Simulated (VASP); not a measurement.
Zr:

```
CELL_PARAMETERS angstrom
3.23200 0.00000 0.00000
-1.61600 2.79899 0.00000
0.00000 0.00000 5.14700
ATOMIC_POSITIONS crystal
Zr 0.33333 0.66667 0.25000
Zr 0.66667 0.33333 0.75000
```

| Quantity | Value |
| --- | --- |
| Program | VASP 6.6.1 |
| Task | relaxation of volume and atoms at fixed shape |
| Functional | LDA |
| Potentials or basis | VASP PAW LDA potentials, release 64 (Zr_sv) |
| Cutoff | 600 eV |
| k mesh | 9 × 9 × 5 |
| Occupations | fermi-dirac, width 0.1 eV |
| Spin | no spin polarisation |

At the start: pressure -6.0 GPa; volume 23.28 Å³/atom.

Problem. Where does the relaxation end?

Solution. Over 3 steps the energy falls by 28.0 meV/atom and the volume is 21.86 Å³/atom (-6.1 %); space group P6_3/mmc (No. 194, to 0.1 Å) before and after.

The path:
```
step  energy change (eV)  largest force (eV/Å)  pressure (GPa)  volume (Å³)
   1              0.0000                0.0000           -5.98        46.56
   2              0.0056                0.0000            7.49        40.94
   3             -0.0560                0.0000           -0.07        43.73
```

Final structure:
```
CELL_PARAMETERS angstrom
3.16504 0.00000 0.00000
-1.58252 2.74100 0.00000
0.00000 0.00000 5.04036
ATOMIC_POSITIONS crystal
Zr 0.33333 0.66667 0.25000
Zr 0.66667 0.33333 0.75000
```
